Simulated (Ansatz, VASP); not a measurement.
**Mg6F: VASP beside Ansatz**

The input INCAR:

```
PREC = Accurate
ENCUT = 520
EDIFF = 1E-6
ISMEAR = 0
SIGMA = 0.1
LREAL = False
LASPH = True
NELM = 80
ALGO = Normal
ISIF = 2
LWAVE = False
LCHARG = False
LDIPOL = True
IDIPOL = 3
DIPOL = 0.5 0.5 0.318
GGA = PE
NBANDS = 18
```

Contents of KPOINTS:

```
regular mesh
0
Gamma
  9 4 1
```

File POSCAR:

```
Mg6F
1.0
    3.2034417932      0.0000000000      0.0000000000
   -1.6017208966      7.8153198520      0.0000000000
    0.0000000000      0.0000000000     20.9851131634
Mg F
6 1
Direct
    0.8493879956      0.6987759913      0.1906113143
    0.5210014932      0.0420029864      0.2197581863
    0.1926149907      0.3852299814      0.2489050583
    0.3710660944      0.7414803149      0.3283003664
    0.0426232582      0.0834482649      0.3542380799
    0.7128162912      0.4251093731      0.3805132287
    0.7128162912      1.0501093731      0.5010748849
```

Input for Ansatz:

```yaml
crystal:
  lattice:
    - [3.2034417932, 0.0, 0.0]
    - [-1.6017208966, 7.815319852, 0.0]
    - [0.0, 0.0, 20.9851131634]
  atoms:
    - { symbol: Mg, position: [0.8493879956, 0.6987759913, 0.1906113143] }
    - { symbol: Mg, position: [0.5210014932, 0.0420029864, 0.2197581863] }
    - { symbol: Mg, position: [0.1926149907, 0.3852299814, 0.2489050583] }
    - { symbol: Mg, position: [0.3710660944, 0.7414803149, 0.3283003664] }
    - { symbol: Mg, position: [0.0426232582, 0.0834482649, 0.3542380799] }
    - { symbol: Mg, position: [0.7128162912, 0.4251093731, 0.3805132287] }
    - { symbol: F, position: [0.7128162912, 1.0501093731, 0.5010748849] }
basis:
  ecutwfc: 420
kpoints:
  mp_grid: { grid: [9, 4, 1] }
hamiltonian:
  xc: pbe
scf:
  occupations: { method: gaussian, width: 0.1 }
output:
  forces: true
  eigenvalues: true
efield:
  axis: 3
  dipole_correction: true
  ramp_width: 0.04
```

Alike in both runs: task single point; functional PBE; k mesh 9 × 4 × 1; occupations gaussian, width 0.1 eV; no spin polarisation.

|  | VASP | Ansatz |
| --- | --- | --- |
| version | VASP 6.6.1 | Ansatz 0.2.0 |
| potentials or method | VASP PAW PBE potentials, release 64 (Mg, F), cutoff 520 eV | scalar-relativistic, plane waves, PAW |
| valence electrons in the cell | 19 | 67 |

VASP gave:

| Item | Value |
| --- | --- |
| gap on the k mesh at the Fermi level (eV) | none |
| rms of the force components (eV/Å) | 0.398 |

Task: Which values does Ansatz return?

Result: gap on the k mesh at the Fermi level (eV): none; rms of the force components (eV/Å): 0.400.

Atom by atom the forces differ by 0.004 eV/Å (rms over components). A gap of «none» marks a metal or a gap that the smearing closes. The functional is the same, so the differences come from potentials, cutoffs and numerics. VASP's potentials hold 19 valence electrons a cell and Ansatz's 67, so a difference there can come from the potentials and not from the codes.
